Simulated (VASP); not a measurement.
# Ta16H in VASP: single point with PBE

Aim: the single point of Ta16H with PBE.

All numbers are computed with VASP 6.6.1; they aren't measurements. Logs are shortened: lines on timing, memory, paths and dates and some standing lists are left out, and cuts for length are marked.

## (1) The cell of the first run

The cell holds a slab with vacuum, 17 atoms: a = 6.638 Å, b = 6.638 Å, c = 20.300 Å, α = 90.00°, β = 90.00°, γ = 90.00°.

## (2) Single point, PBE

The input, INCAR:

```
SYSTEM = Ta16H
  PREC = Accurate
  ENCUT = 520
  EDIFF = 1E-7
  ISMEAR = 0
  SIGMA = 0.1
  LREAL = Auto
  LASPH = .TRUE.
  NELM = 100
  ALGO = Normal
  ISIF = 2
  LWAVE = .FALSE.
  LCHARG = .TRUE.
  LDIPOL = .TRUE.
  IDIPOL = 3
  DIPOL = 0.5 0.5 0.329
  GGA = PE
  LELF = .TRUE.
  LVHAR = .TRUE.
  LVACPOTAV = .TRUE.
  NBANDS = 102
```

The input, KPOINTS:

```
Automatic mesh
0
G
  4 4 1
  0 0 0
```

The input, POSCAR:

```
Ta16H
1.0
    6.6379342676      0.0000000000      0.0000000000
    0.0000000000      6.6379342676      0.0000000000
    0.0000000000      0.0000000000     20.2996559590
Ta H
16 1
Direct
    0.2500000000      0.2500000000      0.1970476745
    0.2500000000      0.7500000000      0.1970476745
    0.7500000000      0.2500000000      0.1970476745
    0.7500000000      0.7500000000      0.1970476745
    0.0000000000      0.0000000000      0.2787970190
    0.0000000000      0.5000000000      0.2787970190
    0.5000000000      0.0000000000      0.2787970190
    0.5000000000      0.5000000000      0.2787970190
    0.2500000000      0.2500000000      0.3599139068
    0.2500000000      0.7500000000      0.3599139068
    0.7500000000      0.2500000000      0.3599139068
    0.7500000000      0.7500000000      0.3599139068
    0.0000000000      0.0000000000      0.4334879358
    0.0000000000      0.5000000000      0.4334879358
    0.5000000000      0.0000000000      0.4334879358
    0.5000000000      0.5000000000      0.4334879358
    0.0000000000      0.0625000000      0.5223131954
```

Potentials or basis: VASP PAW PBE potentials, release 64 (Ta_pv, H).

Run with:

```
$ cat potpaw_PBE.64/Ta_pv/POTCAR potpaw_PBE.64/H/POTCAR > POTCAR
$ mpirun -np 1 vasp_std > vasp.out
```

OUTCAR:

```text
SYSTEM = Ta16H
   PREC = Accurate
   ENCUT = 520
   EDIFF = 1E-7
   ISMEAR = 0
   LREAL = Auto
   LASPH = .TRUE.
   NELM = 100
   ISIF = 2
   GGA = PE

 ion  position               nearest neighbor table
   1  0.250  0.250  0.197-   5 2.87   6 2.87   7 2.87   8 2.87   9 3.31   3 3.32   2 3.32   2 3.32
                             3 3.32
   2  0.250  0.750  0.197-   5 2.87   6 2.87   7 2.87   8 2.87  10 3.31   4 3.32   1 3.32   1 3.32
                             4 3.32
   3  0.750  0.250  0.197-   5 2.87   6 2.87   7 2.87   8 2.87  11 3.31   4 3.32   1 3.32   4 3.32
                             1 3.32
   4  0.750  0.750  0.197-   5 2.87   6 2.87   7 2.87   8 2.87  12 3.31   3 3.32   2 3.32   3 3.32
                             2 3.32
   5  0.000  0.000  0.279-   9 2.87  10 2.87  11 2.87  12 2.87   1 2.87   2 2.87   3 2.87   4 2.87
                            13 3.14   7 3.32   6 3.32   6 3.32   7 3.32
   6  0.000  0.500  0.279-   9 2.87  10 2.87  11 2.87  12 2.87   1 2.87   2 2.87   3 2.87   4 2.87
                            14 3.14   8 3.32   5 3.32   5 3.32   8 3.32
   7  0.500  0.000  0.279-   9 2.87  10 2.87  11 2.87  12 2.87   1 2.87   2 2.87   3 2.87   4 2.87
                            15 3.14   8 3.32   5 3.32   8 3.32   5 3.32
   8  0.500  0.500  0.279-   9 2.87  10 2.87  11 2.87  12 2.87   1 2.87   2 2.87   3 2.87   4 2.87
                            16 3.14   7 3.32   6 3.32   7 3.32   6 3.32
   9  0.250  0.250  0.360-  13 2.78  14 2.78  15 2.78  16 2.78   5 2.87   6 2.87   7 2.87   8 2.87
                             1 3.31  10 3.32  11 3.32  10 3.32  11 3.32
  10  0.250  0.750  0.360-  13 2.78  14 2.78  15 2.78  16 2.78   5 2.87   6 2.87   7 2.87   8 2.87
                             2 3.31   9 3.32  12 3.32   9 3.32  12 3.32
  11  0.750  0.250  0.360-  13 2.78  14 2.78  15 2.78  16 2.78   5 2.87   6 2.87   7 2.87   8 2.87
                             3 3.31   9 3.32  12 3.32  12 3.32   9 3.32
  12  0.750  0.750  0.360-  13 2.78  14 2.78  15 2.78  16 2.78   5 2.87   6 2.87   7 2.87   8 2.87
                             4 3.31  10 3.32  11 3.32  11 3.32  10 3.32
  13  0.000  0.000  0.433-  17 1.85  10 2.78  11 2.78  12 2.78   9 2.78   5 3.14  15 3.32  14 3.32
                            14 3.32  15 3.32
  14  0.000  0.500  0.433-   9 2.78  10 2.78  11 2.78  12 2.78   6 3.14  13 3.32  16 3.32  13 3.32
                            16 3.32
  15  0.500  0.000  0.433-   9 2.78  10 2.78  11 2.78  12 2.78   7 3.14  13 3.32  16 3.32  16 3.32
                            13 3.32
  16  0.500  0.500  0.433-   9 2.78  10 2.78  11 2.78  12 2.78   8 3.14  14 3.32  15 3.32  15 3.32
                            14 3.32
  17  0.000  0.062  0.522-  13 1.85

  LATTYP: Found a simple tetragonal cell.
 ALAT       =     6.6379342676
 C/A-ratio  =     3.0581284991

  Lattice vectors:

 A1 = (   6.6379342676,   0.0000000000,   0.0000000000)
 A2 = (   0.0000000000,   6.6379342676,   0.0000000000)
 A3 = (   0.0000000000,   0.0000000000,  20.2996559590)

Analysis of symmetry for initial positions (statically):
=====================================================================
 Subroutine PRICEL returns:
 Original cell was already a primitive cell.

 Routine SETGRP: Setting up the symmetry group for a
 simple tetragonal supercell.

 Subroutine GETGRP returns: Found  2 space group operations
 (whereof  2 operations were pure point group operations)
 out of a pool of 16 trial point group operations.

The static configuration has the point symmetry C_1h.

Analysis of symmetry for dynamics (positions and initial velocities):
=====================================================================
 Subroutine PRICEL returns:
 Original cell was already a primitive cell.

 Routine SETGRP: Setting up the symmetry group for a
 simple tetragonal supercell.

 Subroutine GETGRP returns: Found  2 space group operations
 (whereof  2 operations were pure point group operations)
 out of a pool of 16 trial point group operations.

The dynamic configuration has the point symmetry C_1h.

 Subroutine INISYM returns: Found  2 space group operations
 (whereof  2 operations are pure point group operations),
 and found     1 'primitive' translations

----------------------------------------------------------------------------------------

                                     Primitive cell

  volume of cell :     894.4469

  direct lattice vectors                    reciprocal lattice vectors
     6.637934268  0.000000000  0.000000000     0.150649277  0.000000000  0.000000000
     0.000000000  6.637934268  0.000000000     0.000000000  0.150649277  0.000000000
     0.000000000  0.000000000 20.299655959     0.000000000  0.000000000  0.049261919

  length of vectors
     6.637934268  6.637934268 20.299655959     0.150649277  0.150649277  0.049261919

  position of ions in fractional coordinates (direct lattice)
     0.250000000  0.250000000  0.197047674
     0.250000000  0.750000000  0.197047674
     0.750000000  0.250000000  0.197047674
     0.750000000  0.750000000  0.197047674
     0.000000000  0.000000000  0.278797019
     0.000000000  0.500000000  0.278797019
[... 9 lines left out ...]
     0.500000000  0.500000000  0.433487936
     0.000000000  0.062500000  0.522313195

  ion indices of the primitive-cell ions
   primitive index   ion index
                 1           1
                 2           2
                 3           3
                 4           4
                 5           5
                 6           6
[... 9 lines left out ...]
                16          16
                17          17

----------------------------------------------------------------------------------------

 KPOINTS: Automatic mesh

Automatic generation of k-mesh.
 Grid dimensions read from file:
 generate k-points for:    4    4    1

 Generating k-lattice:

  Cartesian coordinates                     Fractional coordinates (reciprocal lattice)
     0.037662319  0.000000000  0.000000000     0.250000000  0.000000000  0.000000000
     0.000000000  0.037662319  0.000000000     0.000000000  0.250000000  0.000000000
     0.000000000  0.000000000  0.049261919     0.000000000  0.000000000  1.000000000

  Length of vectors
     0.037662319  0.037662319  0.049261919

  Shift w.r.t. Gamma in fractional coordinates (k-lattice)
     0.000000000  0.000000000  0.000000000

 Subroutine IBZKPT returns following result:
 ===========================================

 Found      9 irreducible k-points:

 Following reciprocal coordinates:
            Coordinates               Weight
  0.000000  0.000000  0.000000      1.000000
  0.250000  0.000000  0.000000      2.000000
  0.000000  0.250000  0.000000      2.000000
  0.500000  0.000000  0.000000      1.000000
  0.000000  0.500000  0.000000      1.000000
  0.250000  0.250000  0.000000      4.000000
  0.500000  0.250000  0.000000      2.000000
 -0.250000  0.500000  0.000000      2.000000
  0.500000  0.500000  0.000000      1.000000
   k-points           NKPTS =      9   k-points in BZ     NKDIM =      9   number of bands    NBANDS=    102
   number of dos      NEDOS =    301   number of ions     NIONS =     17
   total plane-waves  NPLWV = 400000
   dimension x,y,z NGX =    50 NGY =   50 NGZ =  160
   dimension x,y,z NGXF=   100 NGYF=  100 NGZF=  320
   ions per type =              16   1
   NGX,Y,Z   is equivalent  to a cutoff of  12.52, 12.52, 13.10 a.u.
   NGXF,Y,Z  is equivalent  to a cutoff of  25.04, 25.04, 26.21 a.u.
 SYSTEM =  Ta16H
   PREC   = accura    normal or accurate (medium, high low for compatibility)
   ISTART =      0    job   : 0-new  1-cont  2-samecut
   ICHARG =      2    charge: 1-file 2-atom 10-const
   ISPIN  =      1    spin polarized calculation?
   LNONCOLLINEAR =      F non collinear calculations
   LSORBIT =      F    spin-orbit coupling
   LASPH  =      T    aspherical Exc in radial PAW
   ENCUT  =  520.0 eV  38.22 Ry    6.18 a.u.  12.34 12.34 37.74*2*pi/ulx,y,z
   NELM   =    100;   NELMIN=  2; NELMDL= -5     # of ELM steps
   EDIFF  = 0.1E-06   stopping-criterion for ELM
   LREAL  =      T    real-space projection
   EDIFFG = 0.1E-05   stopping-criterion for IOM
   NSW    =      0    number of steps for IOM
   IBRION =     -1    ionic relax: 0-MD 1-quasi-New 2-CG
   NFREE  =      0    steps in history (QN), initial steepest desc. (CG)
   ISIF   =      2    stress and relaxation
   ISYM   =      2    0-nonsym 1-usesym 2-fastsym
   POTIM  = 0.5000    time-step for ionic-motion
   TEBEG  =    0.0;   TEEND  =   0.0 temperature during run
   PSTRESS=    0.0 pullay stress
   NELECT =     177.0000    total number of electrons
   NUPDOWN=      -1.0000    fix difference up-down
   EMIN   =  10.00;   EMAX   =-10.00  energy-range for DOS
   EFERMI =   0.00;   METHOD = LEGACY
   ISMEAR =     0;   SIGMA  =   0.10  broadening in eV -4-tet -1-fermi 0-gaus
   EFERMI_NEDOS =   21; number of points for ismear=-14 and -15
   IALGO  =     38    algorithm
   IMIX   =      4    mixing-type and parameters
     AMIX     =   0.40;   BMIX     =  1.00
     AMIX_MAG =   1.60;   BMIX_MAG =  1.00
  volume/ion in A,a.u.               =      52.61       355.06
  Fermi-wavevector in a.u.,A,eV,Ry     =   0.953999  1.802796 12.382843  0.910113
  Thomas-Fermi vector in A             =   2.082705
   LORBIT       =      0    0 simple, 1 ext, 2 COOP (PROOUT), +10 PAW based schemes
   GGA     = PE    functional components
   LHFCALC =     F    Hartree Fock is set to
   AEXX    =    0.0000 exact exchange contribution
   IVDW    =     0    specifies the selected vdW correction
   LEPSILON=     F    determine dielectric tensor
   LRPA    =     F    only Hartree local field effects (RPA)
 non-spin polarized calculation
 Gauss-broadening in eV      SIGMA  =   0.10
  energy-cutoff  :      520.00
  volume of cell :      894.45
 maximum number of plane-waves:     24163
 NGX is ok and might be reduce to    50
   NGX = 25   NGY = 25   NGZ = 75

 dipolmoment           0.000000      0.000000     -2.122021 electrons x Angstroem

 number of electron     176.9999955 magnetization

 dipolmoment           0.000000      0.000000      0.064232 electrons x Angstroem

 Free energy of the ion-electron system (eV)
  ---------------------------------------------------
  ext. energy  EPLUGINS =         0.00000000
  ---------------------------------------------------
  free energy    TOTEN  =      -177.32920742 eV

  energy without entropy =     -177.25120821  energy(sigma->0) =     -177.29020781

 E-fermi :  -0.7111     XC(G=0):  -5.2783

 val. band max:       -0.7176280845   @ k =   0.0000   0.0000   0.0000
 cond. band min:      -0.6926573967   @ k =   0.0000   0.2500   0.0000
 fundamental gap:      0.0249706877
 Fermi energy:        -0.7110672475

 k-point     1 :       0.0000    0.0000    0.0000
  band No.  band energies     occupation
      1     -35.7294      2.00000
      2     -35.7203      2.00000
      3     -35.7128      2.00000
      4     -35.7127      2.00000
      5     -35.7091      2.00000
      6     -35.7086      2.00000
[... 92 lines left out ...]
     99       0.4370      0.00000
    100       0.7548      0.00000

 k-point     2 :       0.2500    0.0000    0.0000
  band No.  band energies     occupation
      1     -35.7161      2.00000
      2     -35.7056      2.00000
      3     -35.7020      2.00000
      4     -35.6990      2.00000
      5     -35.6939      2.00000
      6     -35.6873      2.00000
[... 710 lines left out ...]
     99      -0.1045      0.00000
    100      -0.0592      0.00000

 k-point     9 :       0.5000    0.5000    0.0000
  band No.  band energies     occupation
      1     -35.6777      2.00000
      2     -35.6764      2.00000
      3     -35.6752      2.00000
      4     -35.6702      2.00000
      5     -35.6048      2.00000
      6     -35.6047      2.00000
[... 92 lines left out ...]
     99      -0.1986      0.00000
    100      -0.1790      0.00000
 [bands above 100 left out]

------------------------ aborting loop because EDIFF is reached ----------------------------------------

  FORCE on cell =-STRESS in cart. coord.  units (eV):
  Direction    XX          YY          ZZ          XY          YZ          ZX
  --------------------------------------------------------------------------------------
  -------------------------------------------------------------------------------------
  Total      -17.6319129    -18.0834219     -3.4161182      0.0000000      0.3327591      0.0000000
  in kB      -31.5831498    -32.3919151     -6.1191190      0.0000000      0.5960544      0.0000000
  external PRESSURE =     -23.3647280 kB  Pullay stress =       0.0000000 kB

 VOLUME and BASIS-vectors are now :
 -----------------------------------------------------------------------------
  energy-cutoff  :      520.00
  volume of cell :      894.45
      direct lattice vectors                 reciprocal lattice vectors
     6.637934268  0.000000000  0.000000000     0.150649277  0.000000000  0.000000000
     0.000000000  6.637934268  0.000000000     0.000000000  0.150649277  0.000000000
     0.000000000  0.000000000 20.299655959     0.000000000  0.000000000  0.049261919

 POSITION                                       TOTAL-FORCE (eV/Angst)
 -----------------------------------------------------------------------------------
      1.65948      1.65948      4.00000        -0.007245      0.002952      0.753693
      1.65948      4.97845      4.00000         0.012081      0.002128      0.724717
      4.97845      1.65948      4.00000         0.007245      0.002952      0.753693
      4.97845      4.97845      4.00000        -0.012081      0.002128      0.724717
      0.00000      0.00000      5.65948         0.000000      0.026231     -1.061628
      0.00000      3.31897      5.65948         0.000000     -0.019368     -0.758494
[... 9 lines left out ...]
      3.31897      3.31897      8.79966         0.000000      0.064747     -0.320208
      0.00000      0.41487     10.60278         0.000000      0.069790      0.004799
 -----------------------------------------------------------------------------------
    total drift:                                0.000000      0.000075      0.005287

  FREE ENERGIE OF THE ION-ELECTRON SYSTEM (eV)
  ---------------------------------------------------
  free  energy   TOTEN  =      -177.3292074191 eV

  energy  without entropy=     -177.2512082073  energy(sigma->0) =     -177.29020781

 vacuum level on the upper side and lower side of the slab         3.591         3.327
```

It took 25 min on 1 thread of AMD EPYC 9R45 (Zen 5), shared host; peak memory 1.1 GiB.

Results:

- Free energy: -177.3292 eV
- Largest force: 1.062 eV/Å
- Band gap on the k mesh: zero (an odd number of electrons rules out a gap without spin polarisation)

Forces on the atoms (eV/Å):
```
Ta  -0.007  0.003  0.754
Ta   0.012  0.002  0.725
Ta   0.007  0.003  0.754
Ta  -0.012  0.002  0.725
Ta   0.000  0.026 -1.062
Ta   0.000 -0.019 -0.758
Ta   0.000  0.017 -0.754
Ta   0.000  0.007 -0.762
Ta   0.022  0.016 -0.103
Ta   0.138 -0.134 -0.025
Ta  -0.022  0.016 -0.103
Ta  -0.138 -0.134 -0.025
Ta   0.000  0.106  1.023
Ta   0.000 -0.088  0.025
Ta   0.000  0.042 -0.096
Ta   0.000  0.065 -0.320
H    0.000  0.070  0.005
```

Levels at points of the mesh, in eV from the Fermi level:
```tsv
k point	band 85	band 86	band 87	band 88	band 89	band 90	band 91	band 92	band 93	band 94
(0.00, 0.00, 0.00)	-0.07	-0.03	-0.01	0.11	0.14	0.17	0.17	0.36	0.36	0.48
(0.50, 0.00, 0.00)	-0.58	-0.37	-0.37	-0.34	-0.08	0.19	0.29	0.29	0.35	0.43
(0.00, 0.50, 0.00)	-0.58	-0.38	-0.36	-0.34	-0.07	0.19	0.29	0.29	0.32	0.42
(0.50, 0.50, 0.00)	-0.96	-0.83	-0.82	-0.81	-0.81	-0.13	-0.13	-0.12	-0.10	0.32
```

Caveat: spin-orbit coupling is left out, which moves the levels of the heavy elements.

The gap in the log of VASP goes by the Fermi energy; the results here count the filled bands.